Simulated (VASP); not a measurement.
# CdSe (P1) in VASP: a series of runs, part 2 of 2

VASP 6.6.1. The steps go on from the part before.

## 3. Single point, PBE (all Se atoms moved +0.037 Å, as atom 3 along Cartesian [1 -1 0])

File INCAR:

```
SYSTEM = CdSe
PREC = Accurate ; ENCUT = 520
EDIFF = 1E-7 ; ISMEAR = 0
SIGMA = 0.05 ; LREAL = .FALSE.
LASPH = .TRUE. ; NELM = 100
ALGO = Normal ; ISIF = 2
LWAVE = .FALSE. ; LCHARG = .TRUE.
GGA = PE ; LELF = .TRUE.
LVHAR = .TRUE. ; NBANDS = 26
```

File KPOINTS:

```
regular mesh
0
G
  6 6 4
  0 0 0
```

File POSCAR:

```
CdSe
1.0
    4.2984999142      0.0000000000      0.0000000000
   -2.1492499571      3.7226101239      0.0000000000
    0.0000000000      0.0000000000      7.0152000000
Cd Se
2 2
Direct
    0.6666666667      0.3333333333      0.0000000000
    0.3333333333      0.6666666667      0.5000000000
    0.6692739003      0.3262102387      0.3750000000
    0.3359405669      0.6595435720      0.8750000000
```

Potentials or basis: VASP PAW PBE potentials, release 64 (Cd, Se).

The run is started by

```sh
cat potpaw_PBE.64/Cd/POTCAR potpaw_PBE.64/Se/POTCAR > POTCAR
mpirun -np 1 vasp_std > vasp.out
```

OUTCAR:

```text
SYSTEM = CdSe
   PREC = Accurate
   ENCUT = 520
   EDIFF = 1E-7
   ISMEAR = 0
   LREAL = .FALSE.
   LASPH = .TRUE.
   NELM = 100
   ISIF = 2
   GGA = PE

 ion  position               nearest neighbor table
   1  0.667  0.333  0.000-   4 2.60   3 2.63   4 2.64   4 2.66
   2  0.333  0.667  0.500-   3 2.61   3 2.62   4 2.63   3 2.67
   3  0.669  0.326  0.375-   2 2.61   2 2.62   1 2.63   2 2.67
   4  0.336  0.660  0.875-   1 2.60   2 2.63   1 2.64   1 2.66

  LATTYP: Found a hexagonal cell.
 ALAT       =     4.2984999142
 C/A-ratio  =     1.6320111993

  Lattice vectors:

 A1 = (   4.2984999142,   0.0000000000,   0.0000000000)
 A2 = (  -2.1492499571,   3.7226101239,   0.0000000000)
 A3 = (   0.0000000000,   0.0000000000,   7.0152000000)

Analysis of symmetry for initial positions (statically):
=====================================================================
 Subroutine PRICEL returns:
 Original cell was already a primitive cell.

 Routine SETGRP: Setting up the symmetry group for a
 hexagonal supercell.

 Subroutine GETGRP returns: Found  1 space group operations
 (whereof  1 operations were pure point group operations)
 out of a pool of 24 trial point group operations.

The static configuration has the point symmetry C_1 .

Analysis of symmetry for dynamics (positions and initial velocities):
=====================================================================
 Subroutine PRICEL returns:
 Original cell was already a primitive cell.

 Routine SETGRP: Setting up the symmetry group for a
 hexagonal supercell.

 Subroutine GETGRP returns: Found  1 space group operations
 (whereof  1 operations were pure point group operations)
 out of a pool of 24 trial point group operations.

The dynamic configuration has the point symmetry C_1 .

 Subroutine INISYM returns: Found  1 space group operations
 (whereof  1 operations are pure point group operations),
 and found     1 'primitive' translations

----------------------------------------------------------------------------------------

                                     Primitive cell

  volume of cell :     112.2547

  direct lattice vectors                    reciprocal lattice vectors
     4.298499914  0.000000000  0.000000000     0.232639297  0.134314361  0.000000000
    -2.149249957  3.722610124  0.000000000     0.000000000  0.268628722  0.000000000
     0.000000000  0.000000000  7.015200000     0.000000000  0.000000000  0.142547611

  length of vectors
     4.298499914  4.298499914  7.015200000     0.268628722  0.268628722  0.142547611

  position of ions in fractional coordinates (direct lattice)
     0.666666667  0.333333333  0.000000000
     0.333333333  0.666666667  0.500000000
     0.669273900  0.326210239  0.375000000
     0.335940567  0.659543572  0.875000000

  ion indices of the primitive-cell ions
   primitive index   ion index
                 1           1
                 2           2
                 3           3
                 4           4

----------------------------------------------------------------------------------------

 KPOINTS: regular mesh

Automatic generation of k-mesh.
 Grid dimensions read from file:
 generate k-points for:    6    6    4

 Generating k-lattice:

  Cartesian coordinates                     Fractional coordinates (reciprocal lattice)
     0.038773216  0.022385727  0.000000000     0.166666667  0.000000000  0.000000000
     0.000000000  0.044771454  0.000000000     0.000000000  0.166666667  0.000000000
     0.000000000  0.000000000  0.035636903     0.000000000  0.000000000  0.250000000

  Length of vectors
     0.044771454  0.044771454  0.035636903

  Shift w.r.t. Gamma in fractional coordinates (k-lattice)
     0.000000000  0.000000000  0.000000000

 Subroutine IBZKPT returns following result:
 ===========================================

 Found     76 irreducible k-points:

 Following reciprocal coordinates:
            Coordinates               Weight
  0.000000  0.000000  0.000000      1.000000
  0.166667  0.000000  0.000000      2.000000
  0.000000  0.166667  0.000000      2.000000
 -0.166667  0.166667  0.000000      2.000000
  0.333333  0.000000  0.000000      2.000000
  0.000000  0.333333  0.000000      2.000000
[... 16 lines left out ...]
  0.000000  0.166667  0.250000      2.000000
 -0.166667  0.166667  0.250000      2.000000
 [... further k-points ...]
   k-points           NKPTS =     76   k-points in BZ     NKDIM =     76   number of bands    NBANDS=     26
   number of dos      NEDOS =    301   number of ions     NIONS =      4
   total plane-waves  NPLWV =  55296
   dimension x,y,z NGX =    32 NGY =   32 NGZ =   54
   dimension x,y,z NGXF=    64 NGYF=   64 NGZF=  108
   ions per type =               2   2
   NGX,Y,Z   is equivalent  to a cutoff of  12.38, 12.38, 12.80 a.u.
   NGXF,Y,Z  is equivalent  to a cutoff of  24.75, 24.75, 25.59 a.u.
 SYSTEM =  CdSe
   PREC   = accura    normal or accurate (medium, high low for compatibility)
   ISTART =      0    job   : 0-new  1-cont  2-samecut
   ICHARG =      2    charge: 1-file 2-atom 10-const
   ISPIN  =      1    spin polarized calculation?
   LNONCOLLINEAR =      F non collinear calculations
   LSORBIT =      F    spin-orbit coupling
   LASPH  =      T    aspherical Exc in radial PAW
   ENCUT  =  520.0 eV  38.22 Ry    6.18 a.u.   7.99  7.99 13.04*2*pi/ulx,y,z
   NELM   =    100;   NELMIN=  2; NELMDL= -5     # of ELM steps
   EDIFF  = 0.1E-06   stopping-criterion for ELM
   LREAL  =      F    real-space projection
   EDIFFG = 0.1E-05   stopping-criterion for IOM
   NSW    =      0    number of steps for IOM
   IBRION =     -1    ionic relax: 0-MD 1-quasi-New 2-CG
   NFREE  =      0    steps in history (QN), initial steepest desc. (CG)
   ISIF   =      2    stress and relaxation
   ISYM   =      2    0-nonsym 1-usesym 2-fastsym
   POTIM  = 0.5000    time-step for ionic-motion
   TEBEG  =    0.0;   TEEND  =   0.0 temperature during run
   PSTRESS=    0.0 pullay stress
   NELECT =      36.0000    total number of electrons
   NUPDOWN=      -1.0000    fix difference up-down
   EMIN   =  10.00;   EMAX   =-10.00  energy-range for DOS
   EFERMI =   0.00;   METHOD = LEGACY
   ISMEAR =     0;   SIGMA  =   0.05  broadening in eV -4-tet -1-fermi 0-gaus
   EFERMI_NEDOS =   21; number of points for ismear=-14 and -15
   IALGO  =     38    algorithm
   IMIX   =      4    mixing-type and parameters
     AMIX     =   0.40;   BMIX     =  1.00
     AMIX_MAG =   1.60;   BMIX_MAG =  1.00
  volume/ion in A,a.u.               =      28.06       189.38
  Fermi-wavevector in a.u.,A,eV,Ry     =   1.120575  2.117579 17.084668  1.255688
  Thomas-Fermi vector in A             =   2.257222
   LORBIT       =      0    0 simple, 1 ext, 2 COOP (PROOUT), +10 PAW based schemes
   GGA     = PE    functional components
   LHFCALC =     F    Hartree Fock is set to
   AEXX    =    0.0000 exact exchange contribution
   IVDW    =     0    specifies the selected vdW correction
   LEPSILON=     F    determine dielectric tensor
   LRPA    =     F    only Hartree local field effects (RPA)
 non-spin polarized calculation
 Gauss-broadening in eV      SIGMA  =   0.05
  energy-cutoff  :      520.00
  volume of cell :      112.25
 maximum number of plane-waves:      3042
   NGX = 15   NGY = 15   NGZ = 27

 number of electron      35.9999998 magnetization

 Free energy of the ion-electron system (eV)
  ---------------------------------------------------
  ext. energy  EPLUGINS =         0.00000000
  ---------------------------------------------------
  free energy    TOTEN  =       -10.91110037 eV

  energy without entropy =      -10.91110037  energy(sigma->0) =      -10.91110037

 E-fermi :   1.2451     XC(G=0):  -8.8895

 val. band max:        0.9707839610   @ k =   0.0000   0.0000   0.0000
 cond. band min:       1.6372678796   @ k =   0.0000   0.0000   0.0000
 fundamental gap:      0.6664839186
 Fermi energy:         1.2450782938

 k-point     1 :       0.0000    0.0000    0.0000
  band No.  band energies     occupation
      1     -11.6490      2.00000
      2     -11.2684      2.00000
      3      -6.9853      2.00000
      4      -6.9669      2.00000
      5      -6.9579      2.00000
      6      -6.8935      2.00000
[... 685 lines left out ...]
     25       8.3022      0.00000
     26       8.3108      0.00000

 [... further k-points ...]

------------------------ aborting loop because EDIFF is reached ----------------------------------------

  FORCE on cell =-STRESS in cart. coord.  units (eV):
  Direction    XX          YY          ZZ          XY          YZ          ZX
  --------------------------------------------------------------------------------------
  -------------------------------------------------------------------------------------
  Total        2.3163253      2.3161611      2.4190412     -0.0136546     -0.2311481      0.2311444
  in kB       33.0602100     33.0578660     34.5262422     -0.1948875     -3.2991063      3.2990540
  external PRESSURE =      33.5481061 kB  Pullay stress =       0.0000000 kB

 VOLUME and BASIS-vectors are now :
 -----------------------------------------------------------------------------
  energy-cutoff  :      520.00
  volume of cell :      112.25
      direct lattice vectors                 reciprocal lattice vectors
     4.298499914  0.000000000  0.000000000     0.232639297  0.134314361  0.000000000
    -2.149249957  3.722610124  0.000000000     0.000000000  0.268628722  0.000000000
     0.000000000  0.000000000  7.015200000     0.000000000  0.000000000  0.142547611

 POSITION                                       TOTAL-FORCE (eV/Angst)
 -----------------------------------------------------------------------------------
      2.14925      1.24087      0.00000         0.149774     -0.139274     -0.012258
     -0.00000      2.48174      3.50760         0.128755     -0.139264     -0.012620
      2.17577      1.21435      2.63070        -0.127985      0.139268      0.012598
      0.02652      2.45522      6.13830        -0.150544      0.139270      0.012281
 -----------------------------------------------------------------------------------
    total drift:                               -0.000005      0.000017      0.000052

  FREE ENERGIE OF THE ION-ELECTRON SYSTEM (eV)
  ---------------------------------------------------
  free  energy   TOTEN  =       -10.9111003695 eV

  energy  without entropy=      -10.9111003695  energy(sigma->0) =      -10.91110037
```

OSZICAR:

```text
N       E                     dE             d eps       ncg     rms          rms(c)
DAV:   1     0.238996762655E+03    0.23900E+03   -0.17031E+04  3960   0.125E+03
DAV:   2     0.819626093316E+00   -0.23818E+03   -0.23027E+03  4364   0.308E+02
DAV:   3    -0.115631916547E+02   -0.12383E+02   -0.12322E+02  4776   0.703E+01
DAV:   4    -0.116630134714E+02   -0.99822E-01   -0.99743E-01  4444   0.602E+00
DAV:   5    -0.116636336889E+02   -0.62022E-03   -0.62020E-03  4446   0.452E-01    0.888E+00
DAV:   6    -0.109459395726E+02    0.71769E+00   -0.12297E+00  4688   0.110E+01    0.697E+00
DAV:   7    -0.109126181279E+02    0.33321E-01   -0.54230E-01  4274   0.375E+00    0.257E+00
DAV:   8    -0.109107588081E+02    0.18593E-02   -0.57044E-02  4116   0.239E+00    0.396E-01
DAV:   9    -0.109108704365E+02   -0.11163E-03   -0.74519E-03  4302   0.991E-01    0.111E-01
DAV:  10    -0.109110078438E+02   -0.13741E-03   -0.82873E-04  4134   0.315E-01    0.715E-02
DAV:  11    -0.109111014051E+02   -0.93561E-04   -0.20680E-04  4070   0.822E-02    0.279E-02
DAV:  12    -0.109110987046E+02    0.27005E-05   -0.38474E-05  4662   0.662E-02    0.945E-03
DAV:  13    -0.109110999766E+02   -0.12720E-05   -0.11122E-05  4060   0.313E-02    0.409E-03
DAV:  14    -0.109111001760E+02   -0.19948E-06   -0.62980E-07  3982   0.389E-03    0.256E-03
DAV:  15    -0.109111003064E+02   -0.13037E-06   -0.16946E-07  2914   0.435E-03    0.666E-04
DAV:  16    -0.109111003695E+02   -0.63080E-07   -0.26907E-08  2700   0.846E-04
   1 F= -.10911100E+02 E0= -.10911100E+02  d E =-.280192E-16
```

It took 1.8 min on 1 thread of Intel Xeon Platinum 8488C (Sapphire Rapids), shared host; peak memory 0.35 GiB.

Results:

```
Free energy            : -10.9111 eV
Pressure               : 3.4 GPa
Largest force          : 0.205 eV/Å
Band gap on the k mesh : 0.67 eV
```

Forces on the atoms (eV/Å):
```
Cd   0.150 -0.139 -0.012
Cd   0.129 -0.139 -0.013
Se  -0.128  0.139  0.013
Se  -0.151  0.139  0.012
```

Levels at points of the mesh, in eV from the valence-band top:
| k point | band 16 | band 17 | band 18 | band 19 | band 20 | band 21 |
| --- | --- | --- | --- | --- | --- | --- |
| (0.00, 0.00, 0.00) | -0.06 | 0.00 | 0.00 | 0.67 | 2.21 | 5.85 |
| (0.50, 0.00, 0.00) | -1.87 | -1.36 | -0.75 | 3.21 | 3.33 | 4.76 |
| (0.00, 0.50, 0.00) | -1.87 | -1.36 | -0.76 | 3.21 | 3.34 | 4.76 |
| (0.50, 0.50, 0.00) | -1.87 | -1.36 | -0.76 | 3.20 | 3.34 | 4.76 |
| (0.00, 0.00, 0.50) | -0.45 | -0.37 | -0.37 | 2.38 | 2.38 | 5.85 |
| (0.50, 0.00, 0.50) | -1.41 | -1.33 | -1.33 | 2.91 | 2.94 | 4.84 |
| (0.00, 0.50, 0.50) | -1.39 | -1.34 | -1.33 | 2.88 | 2.97 | 4.81 |
| (0.50, 0.50, 0.50) | -1.37 | -1.36 | -1.34 | 2.87 | 2.98 | 4.80 |

Caveat: the cell differs from its parent crystal (all Se atoms moved +0.037 Å, as atom 3 along Cartesian [1 -1 0]); the cell stands under pressure.
